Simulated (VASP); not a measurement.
# Yb (Fm-3m) in VASP: further runs, part 2 of 2

VASP 6.6.1. The steps go on from the part before.

## (6) Single point, PBE (volume 38.483 Å^3 an atom, c/a of the conventional cell 1.0000)

The input, INCAR:

```
SYSTEM = Yb
ALGO     = Normal         ! electronic algorithm
EDIFF    = 1E-6           ! SCF threshold, eV
ENCUT    = 520            ! plane-wave cutoff, eV
GGA      = PE             ! functional
ISIF     = 2              ! what is computed and relaxed
ISMEAR   = 0              ! smearing method
LASPH    = .TRUE.         ! aspherical terms in the spheres
LCHARG   = .FALSE.        ! write CHGCAR
LREAL    = .FALSE.        ! projectors in reciprocal space
LWAVE    = .FALSE.        ! write WAVECAR
NBANDS   = 18             ! bands
NELM     = 80             ! most SCF steps
PREC     = Accurate       ! precision mode
SIGMA    = 0.15           ! smearing width, eV
```

The input, KPOINTS:

```
k-points
0
G
  16 16 16
  0 0 0
```

The input, POSCAR:

```
Yb
1.0
    0.0000000000      2.6796596806      2.6796596806
    2.6796596806      0.0000000000      2.6796596806
    2.6796596806      2.6796596806      0.0000000000
Yb
1
Direct
    0.0000000000      0.0000000000      0.0000000000
```

Potentials or basis: VASP PAW PBE potentials, release 64 (Yb).

Started as:

```
> cat potpaw_PBE.64/Yb/POTCAR > POTCAR
> mpirun -np 1 vasp_std > vasp.out
```

It took 91 s on 1 thread of Intel Xeon 6975P-C (Granite Rapids), shared host; peak memory 0.25 GiB.

It converged, with:

* Free energy: -3.5578 eV
* Pressure: -1.2 GPa
* Band gap on the k mesh: zero (band 12 reaches 1.42 eV, above the bottom of band 13 at 1.38 eV)

Levels at points of the mesh, in eV from the Fermi level:
| k point | band 8 | band 9 | band 10 | band 11 | band 12 | band 13 | band 14 | band 15 | band 16 | band 17 |
| --- | --- | --- | --- | --- | --- | --- | --- | --- | --- | --- |
| (0.00, 0.00, 0.00) | -0.38 | -0.38 | -0.29 | -0.29 | -0.29 | 2.78 | 2.78 | 2.78 | 4.76 | 4.76 |
| (0.50, 0.00, 0.00) | -0.39 | -0.39 | -0.30 | -0.30 | -0.29 | 0.23 | 2.57 | 2.57 | 6.20 | 6.20 |
| (0.50, 0.50, 0.00) | -0.38 | -0.38 | -0.33 | -0.32 | -0.32 | 0.18 | 1.48 | 6.21 | 6.63 | 6.65 |

Caveat: spin-orbit coupling is left out, which moves the levels of the heavy elements. Spin polarisation is off, so any magnetic state and its effect on volume and gap are missing.

## (7) Single point, PBE (volume 39.908 Å^3 an atom, c/a of the conventional cell 1.0000)

The input, INCAR:

```
ALGO = Normal ; EDIFF = 1E-6
ENCUT = 520 ; GGA = PE
ISIF = 2 ; ISMEAR = 0
LASPH = T ; LCHARG = F
LREAL = F ; LWAVE = F
NBANDS = 18 ; NELM = 100
PREC = Accurate ; SIGMA = 0.15
```

The input, KPOINTS:

```
k-points
0
Gamma
  16 16 16
```

The input, POSCAR:

```
Yb
1.0
    0.0000000000      2.7123349656      2.7123349656
    2.7123349656      0.0000000000      2.7123349656
    2.7123349656      2.7123349656      0.0000000000
Yb
1
Direct
    0.0000000000      0.0000000000      0.0000000000
```

Potentials or basis: VASP PAW PBE potentials, release 64 (Yb).

Started as:

```
> cat potpaw_PBE.64/Yb/POTCAR > POTCAR
> mpirun -np 1 vasp_std > vasp.out
```

OUTCAR:

```text
EDIFF = 1E-6
   ENCUT = 520
   GGA = PE
   ISIF = 2
   ISMEAR = 0
   LASPH = T
   LREAL = F
   NELM = 100
   PREC = Accurate

 ion  position               nearest neighbor table
   1  0.000  0.000  0.000-

  LATTYP: Found a face centered cubic cell.
 ALAT       =     5.4246699312

  Lattice vectors:

 A1 = (   0.0000000000,   2.7123349656,   2.7123349656)
 A2 = (   2.7123349656,   0.0000000000,   2.7123349656)
 A3 = (   2.7123349656,   2.7123349656,   0.0000000000)

Analysis of symmetry for initial positions (statically):
=====================================================================
 Subroutine PRICEL returns:
 Original cell was already a primitive cell.

 Routine SETGRP: Setting up the symmetry group for a
 face centered cubic supercell.

 Subroutine GETGRP returns: Found 48 space group operations
 (whereof 48 operations were pure point group operations)
 out of a pool of 48 trial point group operations.

The static configuration has the point symmetry O_h .

Analysis of symmetry for dynamics (positions and initial velocities):
=====================================================================
 Subroutine PRICEL returns:
 Original cell was already a primitive cell.

 Routine SETGRP: Setting up the symmetry group for a
 face centered cubic supercell.

 Subroutine GETGRP returns: Found 48 space group operations
 (whereof 48 operations were pure point group operations)
 out of a pool of 48 trial point group operations.

The dynamic configuration has the point symmetry O_h .

 Subroutine INISYM returns: Found 48 space group operations
 (whereof 48 operations are pure point group operations),
 and found     1 'primitive' translations

----------------------------------------------------------------------------------------

                                     Primitive cell

  volume of cell :      39.9080

  direct lattice vectors                    reciprocal lattice vectors
     0.000000000  2.712334966  2.712334966    -0.184343013  0.184343013  0.184343013
     2.712334966  0.000000000  2.712334966     0.184343013 -0.184343013  0.184343013
     2.712334966  2.712334966  0.000000000     0.184343013  0.184343013 -0.184343013

  length of vectors
     3.835820894  3.835820894  3.835820894     0.319291465  0.319291465  0.319291465

  position of ions in fractional coordinates (direct lattice)
     0.000000000  0.000000000  0.000000000

  ion indices of the primitive-cell ions
   primitive index   ion index
                 1           1

----------------------------------------------------------------------------------------

 KPOINTS: k-points

Automatic generation of k-mesh.
 Grid dimensions read from file:
 generate k-points for:   16   16   16

 Generating k-lattice:

  Cartesian coordinates                     Fractional coordinates (reciprocal lattice)
    -0.011521438  0.011521438  0.011521438     0.062500000  0.000000000  0.000000000
     0.011521438 -0.011521438  0.011521438     0.000000000  0.062500000  0.000000000
     0.011521438  0.011521438 -0.011521438     0.000000000  0.000000000  0.062500000

  Length of vectors
     0.019955717  0.019955717  0.019955717

  Shift w.r.t. Gamma in fractional coordinates (k-lattice)
     0.000000000  0.000000000  0.000000000

 Subroutine IBZKPT returns following result:
 ===========================================

 Found    145 irreducible k-points:

 Following reciprocal coordinates:
            Coordinates               Weight
  0.000000  0.000000  0.000000      1.000000
  0.062500  0.000000  0.000000      8.000000
  0.125000  0.000000  0.000000      8.000000
  0.187500  0.000000  0.000000      8.000000
  0.250000  0.000000  0.000000      8.000000
  0.312500  0.000000  0.000000      8.000000
[... 16 lines left out ...]
 -0.125000  0.062500  0.000000     24.000000
 -0.062500  0.062500  0.000000     12.000000
 [... further k-points ...]
   k-points           NKPTS =    145   k-points in BZ     NKDIM =    145   number of bands    NBANDS=     18
   number of dos      NEDOS =    301   number of ions     NIONS =      1
   total plane-waves  NPLWV =  27000
   dimension x,y,z NGX =    30 NGY =   30 NGZ =   30
   dimension x,y,z NGXF=    60 NGYF=   60 NGZF=   60
   ions per type =               1
   NGX,Y,Z   is equivalent  to a cutoff of  13.00, 13.00, 13.00 a.u.
   NGXF,Y,Z  is equivalent  to a cutoff of  26.00, 26.00, 26.00 a.u.
 SYSTEM =  unknown system
   PREC   = accura    normal or accurate (medium, high low for compatibility)
   ISTART =      0    job   : 0-new  1-cont  2-samecut
   ICHARG =      2    charge: 1-file 2-atom 10-const
   ISPIN  =      1    spin polarized calculation?
   LNONCOLLINEAR =      F non collinear calculations
   LSORBIT =      F    spin-orbit coupling
   LASPH  =      T    aspherical Exc in radial PAW
   ENCUT  =  520.0 eV  38.22 Ry    6.18 a.u.   7.13  7.13  7.13*2*pi/ulx,y,z
   NELM   =    100;   NELMIN=  2; NELMDL= -5     # of ELM steps
   EDIFF  = 0.1E-05   stopping-criterion for ELM
   LREAL  =      F    real-space projection
   EDIFFG = 0.1E-04   stopping-criterion for IOM
   NSW    =      0    number of steps for IOM
   IBRION =     -1    ionic relax: 0-MD 1-quasi-New 2-CG
   NFREE  =      0    steps in history (QN), initial steepest desc. (CG)
   ISIF   =      2    stress and relaxation
   ISYM   =      2    0-nonsym 1-usesym 2-fastsym
   POTIM  = 0.5000    time-step for ionic-motion
   TEBEG  =    0.0;   TEEND  =   0.0 temperature during run
   PSTRESS=    0.0 pullay stress
   NELECT =      24.0000    total number of electrons
   NUPDOWN=      -1.0000    fix difference up-down
   EMIN   =  10.00;   EMAX   =-10.00  energy-range for DOS
   EFERMI =   0.00;   METHOD = LEGACY
   ISMEAR =     0;   SIGMA  =   0.15  broadening in eV -4-tet -1-fermi 0-gaus
   EFERMI_NEDOS =   21; number of points for ismear=-14 and -15
   IALGO  =     38    algorithm
   IMIX   =      4    mixing-type and parameters
     AMIX     =   0.40;   BMIX     =  1.00
     AMIX_MAG =   1.60;   BMIX_MAG =  1.00
  volume/ion in A,a.u.               =      39.91       269.31
  Fermi-wavevector in a.u.,A,eV,Ry     =   1.381843  2.611304 25.980176  1.909489
  Thomas-Fermi vector in A             =   2.506589
   LORBIT       =      0    0 simple, 1 ext, 2 COOP (PROOUT), +10 PAW based schemes
   GGA     = PE    functional components
   LHFCALC =     F    Hartree Fock is set to
   AEXX    =    0.0000 exact exchange contribution
   IVDW    =     0    specifies the selected vdW correction
   LEPSILON=     F    determine dielectric tensor
   LRPA    =     F    only Hartree local field effects (RPA)
 non-spin polarized calculation
 Gauss-broadening in eV      SIGMA  =   0.15
  energy-cutoff  :      520.00
  volume of cell :       39.91
 maximum number of plane-waves:      1090
 NGX is ok and might be reduce to    30
   NGX = 15   NGY = 15   NGZ = 15

 number of electron      23.9999992 magnetization

 Free energy of the ion-electron system (eV)
  ---------------------------------------------------
  ext. energy  EPLUGINS =         0.00000000
  ---------------------------------------------------
  free energy    TOTEN  =        -3.54267726 eV

  energy without entropy =       -3.52523072  energy(sigma->0) =       -3.53395399

 E-fermi :   1.2746     XC(G=0):  -8.9954

 val. band max:        1.2680935009   @ k =  -0.3750   0.3125   0.0625
 cond. band min:       1.2852999746   @ k =  -0.4375   0.2500   0.0000
 fundamental gap:      0.0172064736
 Fermi energy:         1.2746029322

 k-point     1 :       0.0000    0.0000    0.0000
  band No.  band energies     occupation
      1     -50.5445      2.00000
      2     -22.7908      2.00000
      3     -22.7908      2.00000
      4     -22.7908      2.00000
      5      -3.6714      2.00000
      6       0.8317      1.99997
[... 10 lines left out ...]
     17       5.9303      0.00000
     18      10.3089      0.00000

 k-point     2 :       0.0625    0.0000    0.0000
  band No.  band energies     occupation
      1     -50.5441      2.00000
      2     -22.8000      2.00000
      3     -22.7920      2.00000
      4     -22.7920      2.00000
      5      -3.5895      2.00000
      6       0.8327      1.99997
[... 10 lines left out ...]
     17       5.8780      0.00000
     18      10.5131      0.00000
[... 442 lines left out ...]
 k-point    24 :      -0.0625    0.0625    0.0000
  band No.  band energies     occupation
      1     -50.5435      2.00000
      2     -22.8130      2.00000
      3     -22.7975      2.00000
      4     -22.7926      2.00000
      5      -3.4544      2.00000
      6       0.8343      1.99997
[... 10 lines left out ...]
     17       5.9177      0.00000
     18      10.8302      0.00000

 [... further k-points ...]

------------------------ aborting loop because EDIFF is reached ----------------------------------------

  FORCE on cell =-STRESS in cart. coord.  units (eV):
  Direction    XX          YY          ZZ          XY          YZ          ZX
  --------------------------------------------------------------------------------------
  -------------------------------------------------------------------------------------
  Total       -0.4515008     -0.4515008     -0.4515008     -0.0000000     -0.0000000     -0.0000000
  in kB      -18.1262994    -18.1262994    -18.1262994     -0.0000000     -0.0000000     -0.0000000
  external PRESSURE =     -18.1262994 kB  Pullay stress =       0.0000000 kB

 VOLUME and BASIS-vectors are now :
 -----------------------------------------------------------------------------
  energy-cutoff  :      520.00
  volume of cell :       39.91
      direct lattice vectors                 reciprocal lattice vectors
     0.000000000  2.712334966  2.712334966    -0.184343013  0.184343013  0.184343013
     2.712334966  0.000000000  2.712334966     0.184343013 -0.184343013  0.184343013
     2.712334966  2.712334966  0.000000000     0.184343013  0.184343013 -0.184343013

 POSITION                                       TOTAL-FORCE (eV/Angst)
 -----------------------------------------------------------------------------------
      0.00000      0.00000      0.00000         0.000000      0.000000      0.000000
 -----------------------------------------------------------------------------------
    total drift:                               -0.000000     -0.000000      0.000000

  FREE ENERGIE OF THE ION-ELECTRON SYSTEM (eV)
  ---------------------------------------------------
  free  energy   TOTEN  =        -3.5426772573 eV

  energy  without entropy=       -3.5252307220  energy(sigma->0) =       -3.53395399
```

stdout:

```text
POSCAR found type information on POSCAR Yb
 POSCAR found :  1 types and       1 ions
 scaLAPACK will be used
 LDA part: xc-table for (Slater+PW92), standard interpolation
 POSCAR, INCAR and KPOINTS ok, starting setup
 FFT: planning ... GRIDC
 FFT: planning ... GRID_SOFT
 FFT: planning ... GRID
 WAVECAR not read
 entering main loop
```

Run time: 1.9 min. Hardware: 1 thread of Intel Xeon 6975P-C (Granite Rapids), shared host; peak memory 0.27 GiB.

What came out:

| Property | Result |
| --- | --- |
| Free energy | -3.5427 eV |
| Pressure | -1.8 GPa |
| Band gap on the k mesh | zero (band 12 reaches 1.32 eV, above the bottom of band 13 at 1.27 eV) |

Levels at points of the mesh, in eV from the Fermi level:
| k point | band 10 | band 11 | band 12 | band 13 | band 14 | band 15 |
| --- | --- | --- | --- | --- | --- | --- |
| (0.00, 0.00, 0.00) | -0.29 | -0.29 | -0.29 | 2.75 | 2.75 | 2.75 |
| (0.50, 0.00, 0.00) | -0.30 | -0.30 | -0.29 | 0.17 | 2.55 | 2.55 |
| (0.50, 0.50, 0.00) | -0.32 | -0.31 | -0.31 | 0.23 | 1.38 | 6.05 |

Caveat: spin-orbit coupling is left out, which moves the levels of the heavy elements.

## (8) The runs side by side

| cell | gap on the mesh (eV) | pressure (GPa) |
| --- | --- | --- |
| a = 3.540 Å, angles 60.0°, 1 atom | none | 1.9 |
| a = 3.592 Å, angles 60.0°, 1 atom | none | 1.6 |
| a = 3.644 Å, angles 60.0°, 1 atom | none | 0.1 |
| a = 3.742 Å, angles 60.0°, 1 atom | none | -1.8 |
| a = 3.790 Å, angles 60.0°, 1 atom | none | -1.2 |
| a = 3.836 Å, angles 60.0°, 1 atom | none | -1.8 |

Alike in all rows: task single point; level PBE; potentials or basis VASP PAW PBE potentials, release 64 (Yb); no spin polarisation; k mesh 16 × 16 × 16; cutoff (eV) 520; smearing gaussian 0.15 eV.

Caveats: spin-orbit coupling is left out, which moves the levels of the heavy elements.

Total energies depend on the potentials used, so only differences within one code and one set of settings carry meaning.
